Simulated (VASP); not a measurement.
# Co in VASP: notebook, part 2 of 2

VASP 6.6.1. Earlier steps stand in the parts before.

## (4) Single point, r2SCAN, collinear spin, ferromagnetic start

This run uses another cell than the first one: it holds 1 atom, not 3.

The input, POSCAR:

```
Co
1.0
   -1.3990162773      1.3990162773      1.3990162773
    1.3990162773     -1.3990162773      1.3990162773
    1.3990162773      1.3990162773     -1.3990162773
Co
1
Direct
    0.0000000000      0.0000000000      0.0000000000
```

The input, INCAR.step1:

```
PREC = Accurate ; ENCUT = 520
ISMEAR = 0 ; SIGMA = 0.1
LREAL = False ; LASPH = True
NELM = 150 ; ISPIN = 2
MAGMOM = 2.13 ; LMAXMIX = 4
NBANDS = 14 ; GGA = PE
ALGO = Normal ; EDIFF = 1E-4
LWAVE = True ; LCHARG = False
```

The input, INCAR.step2:

```
PREC = Accurate ; ENCUT = 520
EDIFF = 1E-7 ; ISMEAR = 0
SIGMA = 0.1 ; LREAL = False
LASPH = True ; NELM = 150
ALGO = Normal ; ISIF = 2
LWAVE = False ; LCHARG = True
ISPIN = 2 ; MAGMOM = 2.13
LORBIT = 11 ; LMAXMIX = 4
METAGGA = R2SCAN ; LMIXTAU = True
LELF = True ; LVHAR = True
NBANDS = 14 ; ISTART = 1
```

The input, KPOINTS:

```
Automatic mesh
0
Gamma
  20 20 20
```

Potentials or basis: VASP PAW PBE potentials, release 64 (Co).

On the command line:

```console
$ cat potpaw_PBE.64/Co/POTCAR > POTCAR
$ cp INCAR.step1 INCAR
$ mpirun -np 1 vasp_std > vasp.out
$ cp INCAR.step2 INCAR
$ mpirun -np 1 vasp_std > vasp.out
```

OUTCAR:

```text
PREC = Accurate
   ENCUT = 520
   EDIFF = 1E-7
   ISMEAR = 0
   LREAL = False
   LASPH = True
   NELM = 150
   ISIF = 2
   ISPIN = 2
   LORBIT = 11
   METAGGA = R2SCAN
   ISTART = 1

 ion  position               nearest neighbor table
   1  0.000  0.000  0.000-

  LATTYP: Found a body centered cubic cell.
 ALAT       =     2.7980325546

  Lattice vectors:

 A1 = (  -1.3990162773,   1.3990162773,   1.3990162773)
 A2 = (   1.3990162773,  -1.3990162773,   1.3990162773)
 A3 = (   1.3990162773,   1.3990162773,  -1.3990162773)

Analysis of symmetry for initial positions (statically):
=====================================================================
 Subroutine PRICEL returns:
 Original cell was already a primitive cell.

 Routine SETGRP: Setting up the symmetry group for a
 body centered cubic supercell.

 Subroutine GETGRP returns: Found 48 space group operations
 (whereof 48 operations were pure point group operations)
 out of a pool of 48 trial point group operations.

The static configuration has the point symmetry O_h .

Analysis of symmetry for dynamics (positions and initial velocities):
=====================================================================
 Subroutine PRICEL returns:
 Original cell was already a primitive cell.

 Routine SETGRP: Setting up the symmetry group for a
 body centered cubic supercell.

 Subroutine GETGRP returns: Found 48 space group operations
 (whereof 48 operations were pure point group operations)
 out of a pool of 48 trial point group operations.

The dynamic configuration has the point symmetry O_h .

Analysis of structural, dynamic, and magnetic symmetry:
=====================================================================
 Subroutine PRICEL returns:
 Original cell was already a primitive cell.

 Routine SETGRP: Setting up the symmetry group for a
 body centered cubic supercell.

 Subroutine GETGRP returns: Found 48 space group operations
 (whereof 48 operations were pure point group operations)
 out of a pool of 48 trial point group operations.

The overall configuration has the point symmetry O_h .

 Subroutine INISYM returns: Found 48 space group operations
 (whereof 48 operations are pure point group operations),
 and found     1 'primitive' translations

[... 160 lines left out ...]
     10      41.2910      0.00000
     11      41.8398      0.00000
     12      41.8398      0.00000
     13      43.7428      0.00000
     14      43.7428      0.00000
[... 379 lines left out ...]
      3       6.5641      1.00000
      4       7.5625      1.00000
      5       7.8058      1.00000
      6       8.6642      1.00000
      7      23.8034      0.00000
      8      28.8239      0.00000
      9      32.4396      0.00000
     10      36.2802      0.00000
     11      40.6374      0.00000
     12      41.2866      0.00000
     13      42.9976      0.00000
     14      48.7063      0.00000

 [... further k-points ...]

 spin component 2

 k-point     1 :       0.0000    0.0000    0.0000
  band No.  band energies     occupation
      1       0.3699      1.00000
      2       8.8498      1.00000
      3       8.8501      1.00000
      4       8.8501      1.00000
      5      11.5635      0.00000
      6      11.5636      0.00000
      7      36.6729      0.00000
      8      36.6730      0.00000
      9      36.6730      0.00000
     10      42.4924      0.00000
     11      42.4924      0.00000
     12      44.6768      0.00000
     13      44.6768      0.00000
     14      44.6770      0.00000
[... 379 lines left out ...]
      3       8.3890      1.00000
      4      10.8133      0.05838
      5      11.0248      0.00000
      6      11.7692      0.00000
      7      24.5537      0.00000
      8      29.3630      0.00000
      9      33.2936      0.00000
     10      36.7046      0.00000
     11      41.7723      0.00000
     12      43.3278      0.00000
     13      49.1447      0.00000
     14      50.3995      0.00000

 [... further k-points ...]

------------------------ aborting loop because EDIFF is reached ----------------------------------------

  FORCE on cell =-STRESS in cart. coord.  units (eV):
  Direction    XX          YY          ZZ          XY          YZ          ZX
  --------------------------------------------------------------------------------------
  -------------------------------------------------------------------------------------
  Total       -0.0029250     -0.0029250     -0.0029250      0.0000000      0.0000000      0.0000000
  in kB       -0.4278678     -0.4278678     -0.4278678      0.0000000      0.0000000      0.0000000
  external PRESSURE =      -0.4278678 kB  Pullay stress =       0.0000000 kB

 VOLUME and BASIS-vectors are now :
 -----------------------------------------------------------------------------
  energy-cutoff  :      520.00
  volume of cell :       10.95
      direct lattice vectors                 reciprocal lattice vectors
    -1.399016277  1.399016277  1.399016277     0.000000000  0.357393983  0.357393983
     1.399016277 -1.399016277  1.399016277     0.357393983  0.000000000  0.357393983
     1.399016277  1.399016277 -1.399016277     0.357393983  0.357393983  0.000000000

 POSITION                                       TOTAL-FORCE (eV/Angst)
 -----------------------------------------------------------------------------------
      0.00000      0.00000      0.00000         0.000000      0.000000     -0.000000
 -----------------------------------------------------------------------------------
    total drift:                                0.000000     -0.000000      0.000000

  FREE ENERGIE OF THE ION-ELECTRON SYSTEM (eV)
  ---------------------------------------------------
  free  energy   TOTEN  =       -13.2425101413 eV

  energy  without entropy=      -13.2380343581  energy(sigma->0) =      -13.24027225

 total charge

# of ion       s       p       d       tot
------------------------------------------
    1        0.509   0.575   7.184   8.268

 magnetization (x)

# of ion       s       p       d       tot
------------------------------------------
    1        0.005  -0.063   2.027   1.968
```

OUTCAR.step1:

```text
PREC = Accurate
   ENCUT = 520
   ISMEAR = 0
   LREAL = False
   LASPH = True
   NELM = 150
[... 1051 lines left out ...]

 POSITION                                       TOTAL-FORCE (eV/Angst)
 -----------------------------------------------------------------------------------
      0.00000      0.00000      0.00000         0.000000     -0.000000     -0.000000
 -----------------------------------------------------------------------------------
    total drift:                                0.000000     -0.000000      0.000000

  FREE ENERGIE OF THE ION-ELECTRON SYSTEM (eV)
  ---------------------------------------------------
  free  energy   TOTEN  =        -6.9499098314 eV

  energy  without entropy=       -6.9417192107  energy(sigma->0) =       -6.94581452
```

It took 4.6 min on 1 thread of Oxide Virtual Turin-like, shared host; peak memory 0.14 GiB.

What came out:

```yaml
Free_energy: -13.2425 eV
Pressure: 0.0 GPa
Net_moment: 1.91 μB per cell
Site_moments: Co +1.97 μB
Valence_electrons_inside_the_program's_atomic_spheres: Co 8.27
```

Levels at points of the mesh, in eV from the Fermi level:
Spin up:
```tsv
k point	band 2	band 3	band 4	band 5	band 6	band 7	band 8	band 9
(0.00, 0.00, 0.00)	-3.94	-3.94	-3.94	-3.09	-3.09	25.93	25.93	25.93
(0.50, 0.00, 0.00)	-4.92	-2.94	-2.94	-1.50	-0.42	6.03	18.72	20.23
(0.50, 0.50, 0.50)	-6.42	-1.74	-1.74	-1.74	9.50	9.50	9.50	14.94
```
Spin down:
```
           k point  band 1  band 2  band 3  band 4  band 5  band 6  band 7  band 8
(0.00, 0.00, 0.00)  -10.33   -1.85   -1.85   -1.85    0.86    0.86   25.97   25.97
(0.50, 0.00, 0.00)   -4.97   -3.08   -0.84    0.50    0.94    1.09    7.50   18.99
(0.50, 0.50, 0.50)   -3.87   -3.87    0.67    0.67    0.67    9.59    9.59    9.59
```

Caveat: the PAW data sets were made with another functional, which shifts forces and pressure a little.

## (5) The runs side by side

| cell | k mesh | gap on the mesh (eV) | pressure (GPa) | moment (μB) |
| --- | --- | --- | --- | --- |
| a = 3.959, b = 3.959, c = 2.412 Å, angles 90.0, 90.0, 120.0°, 3 atoms, atomic positions A | 6 × 6 × 6 | none | 0.1 | 5.49 |
| a = 2.425 Å, angles 109.5°, 1 atom, atomic positions B | 28 × 28 × 28 | none | -0.2 | 1.92 |
| a = 2.423 Å, angles 109.5°, 1 atom, atomic positions B | 20 × 20 × 20 | none | 0.0 | 1.91 |

Alike in all rows: task single point; level r2SCAN; potentials or basis VASP PAW PBE potentials, release 64 (Co); spin collinear, ferromagnetic start; cutoff (eV) 520; smearing gaussian 0.1 eV.

Caveats: some runs use coarse meshes; the PAW data sets were made with another functional, which shifts forces and pressure a little.

Total energies depend on the potentials used, so only differences within one code and one set of settings carry meaning.
